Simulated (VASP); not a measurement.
# Rh (P6_3/mmc) in VASP: notebook, part 2 of 2

VASP 6.6.1. Earlier steps stand in the parts before.

## (3) Single point, PBEsol

This run uses another cell than the first one, of 14.59 Å³/atom, 1.010 times its volume.

INCAR reads:

```
SYSTEM = Rh
PREC = Accurate
ENCUT = 520
EDIFF = 1E-6
ISMEAR = -1
SIGMA = 0.05
LREAL = .False.
LASPH = .True.
NELM = 60
ALGO = Fast
ISIF = 2
LWAVE = .False.
LCHARG = .False.
GGA = PS
NBANDS = 22
```

KPOINTS reads:

```
Automatic mesh
0
Gamma
  9 9 5
  0 0 0
```

POSCAR reads:

```
Rh
1.0
    2.7309790422      0.0000000000      0.0000000000
   -1.3654895211      2.3650972278      0.0000000000
    0.0000000000      0.0000000000      4.5170587800
Rh
2
Direct
    0.3333333333      0.6666666667      0.2500000000
    0.6666666667      0.3333333333      0.7500000000
```

Potentials or basis: VASP PAW PBE potentials, release 64 (Rh_pv).

Started as:

```console
$ cat potpaw_PBE.64/Rh_pv/POTCAR > POTCAR
$ mpirun -np 1 vasp_std > vasp.out
```

OUTCAR:

```text
SYSTEM = Rh
   PREC = Accurate
   ENCUT = 520
   EDIFF = 1E-6
   ISMEAR = -1
   LREAL = .False.
   LASPH = .True.
   NELM = 60
   ISIF = 2
   GGA = PS

 ion  position               nearest neighbor table
   1  0.333  0.667  0.250-   2 2.75   2 2.75   2 2.75   2 2.75   2 2.75   2 2.75
   2  0.667  0.333  0.750-   1 2.75   1 2.75   1 2.75   1 2.75   1 2.75   1 2.75

  LATTYP: Found a hexagonal cell.
 ALAT       =     2.7309790422
 C/A-ratio  =     1.6540071199

  Lattice vectors:

 A1 = (   2.7309790422,   0.0000000000,   0.0000000000)
 A2 = (  -1.3654895211,   2.3650972278,   0.0000000000)
 A3 = (   0.0000000000,   0.0000000000,   4.5170587800)

Analysis of symmetry for initial positions (statically):
=====================================================================
 Subroutine PRICEL returns:
 Original cell was already a primitive cell.

 Routine SETGRP: Setting up the symmetry group for a
 hexagonal supercell.

 Subroutine GETGRP returns: Found 24 space group operations
 (whereof 12 operations were pure point group operations)
 out of a pool of 24 trial point group operations.

The static configuration has the point symmetry D_3d.
 The point group associated with its full space group is D_6h.

Analysis of symmetry for dynamics (positions and initial velocities):
=====================================================================
 Subroutine PRICEL returns:
 Original cell was already a primitive cell.

 Routine SETGRP: Setting up the symmetry group for a
 hexagonal supercell.

 Subroutine GETGRP returns: Found 24 space group operations
 (whereof 12 operations were pure point group operations)
 out of a pool of 24 trial point group operations.

The dynamic configuration has the point symmetry D_3d.
 The point group associated with its full space group is D_6h.

 Subroutine INISYM returns: Found 24 space group operations
[... 104 lines left out ...]
   ISYM   =      2    0-nonsym 1-usesym 2-fastsym
   POTIM  = 0.5000    time-step for ionic-motion
   TEBEG  =    0.0;   TEEND  =   0.0 temperature during run
   PSTRESS=    0.0 pullay stress
   NELECT =      30.0000    total number of electrons
   NUPDOWN=      -1.0000    fix difference up-down
   EMIN   =  10.00;   EMAX   =-10.00  energy-range for DOS
   EFERMI =   0.00;   METHOD = LEGACY
   ISMEAR =    -1;   SIGMA  =   0.05  broadening in eV -4-tet -1-fermi 0-gaus
   EFERMI_NEDOS =   21; number of points for ismear=-14 and -15
   IALGO  =     68    algorithm
   IMIX   =      4    mixing-type and parameters
     AMIX     =   0.40;   BMIX     =  1.00
     AMIX_MAG =   1.60;   BMIX_MAG =  1.00
  volume/ion in A,a.u.               =      14.59        98.44
  Fermi-wavevector in a.u.,A,eV,Ry     =   1.652371  3.122528 37.148391  2.730330
  Thomas-Fermi vector in A             =   2.740991
   LORBIT       =      0    0 simple, 1 ext, 2 COOP (PROOUT), +10 PAW based schemes
   GGA     = PS    functional components
   LHFCALC =     F    Hartree Fock is set to
   AEXX    =    0.0000 exact exchange contribution
   IVDW    =     0    specifies the selected vdW correction
   LEPSILON=     F    determine dielectric tensor
   LRPA    =     F    only Hartree local field effects (RPA)
 non-spin polarized calculation
 RMM-DIIS sequential band-by-band and
  energy-cutoff  :      520.00
  volume of cell :       29.18
 maximum number of plane-waves:       801
   NGX = 11   NGY = 11   NGZ = 17

 number of electron      30.0000005 magnetization

 Free energy of the ion-electron system (eV)
  ---------------------------------------------------
  ext. energy  EPLUGINS =         0.00000000
  ---------------------------------------------------
  free energy    TOTEN  =       -16.07514048 eV

  energy without entropy =      -16.04885873  energy(sigma->0) =      -16.06199961

 E-fermi :  10.7386     XC(G=0): -13.8381

 val. band max:       10.6928198830   @ k =   0.3333   0.1111   0.2000
 cond. band min:      10.7651102566   @ k =   0.3333   0.3333   0.2000
 fundamental gap:      0.0722903736
 Fermi energy:        10.7385757566

 k-point     1 :       0.0000    0.0000    0.0000
  band No.  band energies     occupation
      1     -36.1191      2.00000
      2     -35.5844      2.00000
      3     -35.5844      2.00000
      4     -35.5403      2.00000
      5     -35.5064      2.00000
      6     -35.5064      2.00000
[... 589 lines left out ...]
     21      22.4711      0.00000
     22      22.4711      0.00000

 [... further k-points ...]
[... 5 lines left out ...]
  --------------------------------------------------------------------------------------
  -------------------------------------------------------------------------------------
  Total       -2.8444884     -2.8444884     -3.9713317      0.0000000     -0.0000000      0.0000000
  in kB     -156.2038193   -156.2038193   -218.0839159      0.0000000     -0.0000000      0.0000000
  external PRESSURE =    -176.8305181 kB  Pullay stress =       0.0000000 kB

 VOLUME and BASIS-vectors are now :
 -----------------------------------------------------------------------------
  energy-cutoff  :      520.00
  volume of cell :       29.18
      direct lattice vectors                 reciprocal lattice vectors
     2.730979042  0.000000000  0.000000000     0.366169049  0.211407799  0.000000000
    -1.365489521  2.365097228  0.000000000     0.000000000  0.422815599  0.000000000
     0.000000000  0.000000000  4.517058780     0.000000000  0.000000000  0.221382995

 POSITION                                       TOTAL-FORCE (eV/Angst)
 -----------------------------------------------------------------------------------
     -0.00000      1.57673      1.12926         0.000000      0.000000      0.000000
      1.36549      0.78837      3.38779         0.000000     -0.000000      0.000000
 -----------------------------------------------------------------------------------
    total drift:                               -0.000000      0.000000     -0.000000

  FREE ENERGIE OF THE ION-ELECTRON SYSTEM (eV)
  ---------------------------------------------------
  free  energy   TOTEN  =       -16.0751404817 eV

  energy  without entropy=      -16.0488587285  energy(sigma->0) =      -16.06199961
```

OSZICAR:

```text
N       E                     dE             d eps       ncg     rms          rms(c)
DAV:   1     0.327301926765E+03    0.32730E+03   -0.19209E+04  1592   0.158E+03
DAV:   2    -0.103384250711E+02   -0.33764E+03   -0.32593E+03  1650   0.472E+02
DAV:   3    -0.172802961103E+02   -0.69419E+01   -0.69124E+01  1812   0.764E+01
DAV:   4    -0.173259342426E+02   -0.45638E-01   -0.45634E-01  1838   0.626E+00
DAV:   5    -0.173266411698E+02   -0.70693E-03   -0.70692E-03  1860   0.797E-01    0.136E+01
RMM:   6    -0.161080421863E+02    0.12186E+01   -0.29853E+00  1625   0.144E+01    0.402E+00
RMM:   7    -0.160829631016E+02    0.25079E-01   -0.10354E-01  1668   0.249E+00    0.189E+00
RMM:   8    -0.160760406812E+02    0.69224E-02   -0.18998E-02  1728   0.138E+00    0.365E-01
RMM:   9    -0.160751190917E+02    0.92159E-03   -0.25041E-03  1834   0.454E-01    0.146E-02
RMM:  10    -0.160751404630E+02   -0.21371E-04   -0.23266E-04  1851   0.155E-01    0.125E-02
RMM:  11    -0.160751411691E+02   -0.70609E-06   -0.24069E-05  1918   0.523E-02    0.440E-03
RMM:  12    -0.160751404817E+02    0.68736E-06   -0.49159E-06  1664   0.230E-02
   1 F= -.16075140E+02 E0= -.16062000E+02  d E =-.262818E-01
```

Wall time 16 s (1 thread of Intel Xeon Platinum 8488C (Sapphire Rapids), shared host); peak memory 0.14 GiB.

What came out:

| Property | Result |
| --- | --- |
| Free energy | -16.0751 eV |
| Pressure | -17.7 GPa |
| Band gap on the k mesh | zero (band 15 reaches 11.28 eV, above the bottom of band 16 at 9.42 eV) |

Levels at points of the mesh, in eV from the Fermi level:
```csv
k point,band 13,band 14,band 15,band 16,band 17,band 18
"(0.00, 0.00, 0.00)",-2.28,-1.57,-1.57,0.18,0.18,0.55
```

Caveat: the PAW data sets were made with another functional, which shifts forces and pressure a little.

## (4) Single point, PBEsol

This run uses another cell than the first one, of 14.87 Å³/atom, 1.030 times its volume.

INCAR reads:

```
SYSTEM = Rh
PREC = Accurate ; ENCUT = 520
EDIFF = 1E-6 ; ISMEAR = -1
SIGMA = 0.05 ; LREAL = .FALSE.
LASPH = .TRUE. ; NELM = 100
ALGO = Normal ; ISIF = 2
LWAVE = .FALSE. ; LCHARG = .TRUE.
GGA = PS ; LELF = .TRUE.
LVHAR = .TRUE. ; NBANDS = 22
```

KPOINTS reads:

```
regular mesh
0
G
  9 9 5
  0 0 0
```

Changes to POSCAR since step 3:

```diff
@@ -4,3 +4,3 @@
    -1.3654895211      2.3650972278      0.0000000000
-    0.0000000000      0.0000000000      4.5170587800
+    0.0000000000      0.0000000000      4.6056285600
 Rh
```

Started as:

```console
$ cat potpaw_PBE.64/Rh_pv/POTCAR > POTCAR
$ mpirun -np 1 vasp_std > vasp.out
```

Wall time 12 s (1 thread of Intel Xeon Platinum 8488C (Sapphire Rapids), shared host); peak memory 0.15 GiB.

The run converged. Its results:

```
Free energy            : -15.9861 eV
Pressure               : -21.1 GPa
Band gap on the k mesh : zero (band 15 reaches 10.99 eV, above the bottom of band 16 at 9.12 eV)
```

Stress tensor (GPa, compression positive):
```
-17.61   0.00   0.00
  0.00 -17.61   0.00
  0.00   0.00 -28.02
```

Levels at points of the mesh, in eV from the Fermi level:
| k point | band 11 | band 12 | band 13 | band 14 | band 15 | band 16 | band 17 | band 18 | band 19 | band 20 |
| --- | --- | --- | --- | --- | --- | --- | --- | --- | --- | --- |
| (0.00, 0.00, 0.00) | -2.62 | -2.23 | -2.23 | -1.38 | -1.38 | 0.20 | 0.20 | 0.42 | 7.30 | 16.12 |

Caveat: the PAW data sets were made with another functional, which shifts forces and pressure a little.

## (5) Single point, PBEsol

This run uses another cell than the first one, of 14.30 Å³/atom, 0.990 times its volume.

INCAR reads:

```
SYSTEM = Rh
ALGO = Normal ; EDIFF = 1E-7
ENCUT = 520 ; GGA = PS
ISIF = 2 ; ISMEAR = -1
LASPH = .True. ; LCHARG = .False.
LREAL = .False. ; LWAVE = .False.
NBANDS = 22 ; NELM = 80
PREC = Accurate ; SIGMA = 0.05
```

KPOINTS reads:

```
k-points
0
Gamma
  8 8 4
  0 0 0
```

Changes to POSCAR since step 4:

```diff
@@ -4,3 +4,3 @@
    -1.3654895211      2.3650972278      0.0000000000
-    0.0000000000      0.0000000000      4.6056285600
+    0.0000000000      0.0000000000      4.4284890000
 Rh
```

Potentials or basis: VASP PAW PBE potentials, release 64 (Rh_pv).

Started as:

```console
$ cat potpaw_PBE.64/Rh_pv/POTCAR > POTCAR
$ mpirun -np 1 vasp_std > vasp.out
```

OUTCAR:

```text
SYSTEM = Rh
   EDIFF = 1E-7
   ENCUT = 520
   GGA = PS
   ISIF = 2
   ISMEAR = -1
   LASPH = .True.
   LREAL = .False.
   NELM = 80
   PREC = Accurate

 ion  position               nearest neighbor table
   1  0.333  0.667  0.250-   2 2.72   2 2.72   2 2.72   2 2.72   2 2.72   2 2.72
   2  0.667  0.333  0.750-   1 2.72   1 2.72   1 2.72   1 2.72   1 2.72   1 2.72

  LATTYP: Found a hexagonal cell.
 ALAT       =     2.7309790422
 C/A-ratio  =     1.6215756077

  Lattice vectors:

 A1 = (   2.7309790422,   0.0000000000,   0.0000000000)
[... 189 lines left out ...]
      3     -35.2890      2.00000
      4     -35.2148      2.00000
      5     -35.1958      2.00000
      6     -35.1958      2.00000
[... 589 lines left out ...]
     21      27.2524      0.00000
     22      27.2524      0.00000

 [... further k-points ...]
[... 5 lines left out ...]
  --------------------------------------------------------------------------------------
  -------------------------------------------------------------------------------------
  Total       -2.2257829     -2.2257829     -2.8596556     -0.0000000     -0.0000000      0.0000000
  in kB     -124.6724364   -124.6724364   -160.1774533     -0.0000000     -0.0000000      0.0000000
  external PRESSURE =    -136.5074421 kB  Pullay stress =       0.0000000 kB

 VOLUME and BASIS-vectors are now :
 -----------------------------------------------------------------------------
  energy-cutoff  :      520.00
  volume of cell :       28.60
      direct lattice vectors                 reciprocal lattice vectors
     2.730979042  0.000000000  0.000000000     0.366169049  0.211407799  0.000000000
    -1.365489521  2.365097228  0.000000000     0.000000000  0.422815599  0.000000000
     0.000000000  0.000000000  4.428489000     0.000000000  0.000000000  0.225810655

 POSITION                                       TOTAL-FORCE (eV/Angst)
 -----------------------------------------------------------------------------------
     -0.00000      1.57673      1.10712        -0.000000      0.000000      0.000000
      1.36549      0.78837      3.32137         0.000000     -0.000000      0.000000
 -----------------------------------------------------------------------------------
    total drift:                               -0.000000      0.000000     -0.000000

  FREE ENERGIE OF THE ION-ELECTRON SYSTEM (eV)
  ---------------------------------------------------
  free  energy   TOTEN  =       -16.1253470577 eV

  energy  without entropy=      -16.0934991857  energy(sigma->0) =      -16.10942312
```

OSZICAR:

```text
N       E                     dE             d eps       ncg     rms          rms(c)
DAV:   1     0.319117756711E+03    0.31912E+03   -0.18967E+04  1328   0.157E+03
DAV:   2    -0.106898160506E+02   -0.32981E+03   -0.31807E+03  1362   0.465E+02
DAV:   3    -0.173351150169E+02   -0.66453E+01   -0.66081E+01  1554   0.747E+01
DAV:   4    -0.173792666150E+02   -0.44152E-01   -0.44148E-01  1446   0.616E+00
DAV:   5    -0.173799990616E+02   -0.73245E-03   -0.73244E-03  1548   0.816E-01    0.143E+01
DAV:   6    -0.161668509129E+02    0.12131E+01   -0.29177E+00  1410   0.180E+01    0.424E+00
DAV:   7    -0.161335029865E+02    0.33348E-01   -0.46483E-02  1530   0.182E+00    0.205E+00
DAV:   8    -0.161259038009E+02    0.75992E-02   -0.92970E-03  1412   0.111E+00    0.390E-01
DAV:   9    -0.161253363573E+02    0.56744E-03   -0.48012E-04  1506   0.266E-01    0.307E-02
DAV:  10    -0.161253470787E+02   -0.10721E-04   -0.57396E-06  1568   0.233E-02    0.613E-03
DAV:  11    -0.161253470577E+02    0.21030E-07   -0.73916E-07  1554   0.852E-03
   1 F= -.16125347E+02 E0= -.16109423E+02  d E =-.318479E-01
```

Wall time 10 s (1 thread of Intel Xeon Platinum 8488C (Sapphire Rapids), shared host); peak memory 0.14 GiB.

What came out:

- Free energy: -16.1253 eV
- Pressure: -13.7 GPa
- Band gap on the k mesh: zero (band 15 reaches 11.72 eV, above the bottom of band 16 at 9.70 eV)

Stress tensor (GPa, compression positive):
```
-12.47   0.00   0.00
  0.00 -12.47   0.00
  0.00   0.00 -16.02
```

Caveat: the PAW data sets were made with another functional, which shifts forces and pressure a little.

## (6) Single point, PBEsol, non-collinear spin, zero start, spin-orbit coupling

This run uses another cell than the first one, of 14.30 Å³/atom, 0.990 times its volume.

INCAR reads:

```
  PREC = Accurate
  ENCUT = 520
  EDIFF = 1E-7
  ISMEAR = -1
  SIGMA = 0.05
  LREAL = False
  LASPH = True
  NELM = 150
  ALGO = Normal
  ISIF = 2
  LWAVE = False
  LCHARG = True
  MAGMOM = 0 0 0 0 0 0
  LORBIT = 11
  LSORBIT = True
  GGA_COMPAT = False
  LORBMOM = True
  LMAXMIX = 4
  GGA = PS
  LVHAR = True
  NBANDS = 42
```

KPOINTS reads:

```
Automatic mesh
0
Gamma
  8 8 4
```

POSCAR is that of step 5.

Potentials or basis: VASP PAW PBE potentials, release 64 (Rh_pv).

Started as:

```console
$ cat potpaw_PBE.64/Rh_pv/POTCAR > POTCAR
$ mpirun -np 1 vasp_ncl > vasp.out
```

Wall time 55 s (1 thread of Intel Xeon Platinum 8488C (Sapphire Rapids), shared host); peak memory 0.23 GiB.

The run converged. Its results:

```
Free energy                                           : -16.4394 eV
Pressure                                              : -13.3 GPa
Net moment                                            : 0.00 μB per cell
Valence electrons inside the program's atomic spheres : Rh 13.71
```

Stress tensor (GPa, compression positive):
```
-12.13   0.00   0.00
  0.00 -12.13   0.00
  0.00   0.00 -15.59
```

Moments on the atoms (μB; x, y, z):
```
Rh  0.00 0.00 0.00
Rh  0.00 0.00 0.00
```

Caveat: the PAW data sets were made with another functional, which shifts forces and pressure a little.

## (7) Overview

```tsv
spin	cell	k mesh	gap on the mesh (eV)	pressure (GPa)
off	a = 2.731, b = 2.731, c = 4.473 Å, angles 90.0, 90.0, 120.0°, 2 atoms	9 × 9 × 5	none	-15.9
off	a = 2.731, b = 2.731, c = 4.517 Å, angles 90.0, 90.0, 120.0°, 2 atoms	9 × 9 × 5	none	-17.7
off	a = 2.731, b = 2.731, c = 4.606 Å, angles 90.0, 90.0, 120.0°, 2 atoms	9 × 9 × 5	none	-21.1
off	a = 2.731, b = 2.731, c = 4.428 Å, angles 90.0, 90.0, 120.0°, 2 atoms	8 × 8 × 4	none	-13.7
non-collinear, zero start, SOC	a = 2.731, b = 2.731, c = 4.428 Å, angles 90.0, 90.0, 120.0°, 2 atoms	8 × 8 × 4	-	-13.3
```

Alike in all rows: task single point; level PBEsol; potentials or basis VASP PAW PBE potentials, release 64 (Rh_pv); cutoff (eV) 520; smearing fermi-dirac 0.05 eV.

Caveats: the PAW data sets were made with another functional, which shifts forces and pressure a little.

Total energies depend on the potentials used, so only differences within one code and one set of settings carry meaning.
